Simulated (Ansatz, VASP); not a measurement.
Given: the input of a run of VASP 6.6.1 on HfB2.

The input INCAR:

```
SYSTEM = HfB2
PREC = Accurate
ENCUT = 600
EDIFF = 1E-6
ISMEAR = -1
SIGMA = 0.05
LREAL = .FALSE.
LASPH = .TRUE.
NELM = 80
ALGO = Normal
ISIF = 3
LWAVE = .FALSE.
LCHARG = .FALSE.
GGA = RP
IVDW = 12
IBRION = 2
NSW = 60
EDIFFG = -0.01
```

Contents of KPOINTS:

```
Automatic mesh
0
G
  10 10 8
  0 0 0
```

File POSCAR:

```
HfB2
1.0
    3.1400000000      0.0000000000      0.0000000000
   -1.5700000000      2.7193197679      0.0000000000
    0.0000000000      0.0000000000      3.4800000000
Hf B
1 2
Direct
    0.0000000000      0.0000000000      0.0000000000
    0.6666666667      0.3333333333      0.5000000000
    0.3333333333      0.6666666667      0.5000000000
```

Potentials or basis: VASP PAW PBE potentials, release 64 (Hf_pv, B).

The run is started by

```sh
$ cat potpaw_PBE.64/Hf_pv/POTCAR potpaw_PBE.64/B/POTCAR > POTCAR
$ mpirun -np 1 vasp_std > vasp.out
```

**Question.** Translate it to Ansatz 0.2.0. Potentials there: Ansatz PAW.

**Answer.** As run (the cutoff follows the program's own potentials):

File input.yaml:

```yaml
crystal:
  lattice:
    - [3.14, 0.0, 0.0]
    - [-1.57, 2.7193197679, 0.0]
    - [0.0, 0.0, 3.48]
  atoms:
    - { symbol: Hf, position: [0.0, 0.0, 0.0] }
    - { symbol: B, position: [0.6666666667, 0.3333333333, 0.5] }
    - { symbol: B, position: [0.3333333333, 0.6666666667, 0.5] }
hamiltonian:
  xc: rpbe
  pseudopotentials: { kind: paw }
  dispersion: d3bj
kpoints:
  mp_grid: { grid: [10, 10, 8] }
scf:
  occupations: { method: fermi_dirac, width: 0.05 }
output:
  forces: true
  stress: true
relax:
  f_tol: 0.01
  max_steps: 40
  cell: { stress_tol: 0.05 }
```

Potentials or basis: Ansatz PAW.

Command:

```console
$ ansatz run input.yaml --threads 2 --pin off --max-ram 5632MiB --backend cpu --events-out ev --progress --plain --runs-dir out
```

Both were run:

|  | VASP | Ansatz | Ansatz less VASP |
| --- | --- | --- | --- |
| relaxed volume (Å³/atom) | 8.87 | 8.87 | +0.002 |
| relaxed cell length with the largest relative difference (Å) | 3.333 | 3.330 | -0.0034 |

VASP's potentials were made for PBE, not for RPBE. VASP's potentials hold 16 valence electrons a cell and Ansatz's 32, so a difference there can come from the potentials and not from the codes.

Spin-orbit coupling is off throughout. Noted on Ansatz's run: the plane-wave basis is chosen anew once the cell has moved, so the energies of steps on either side of that aren't comparable.
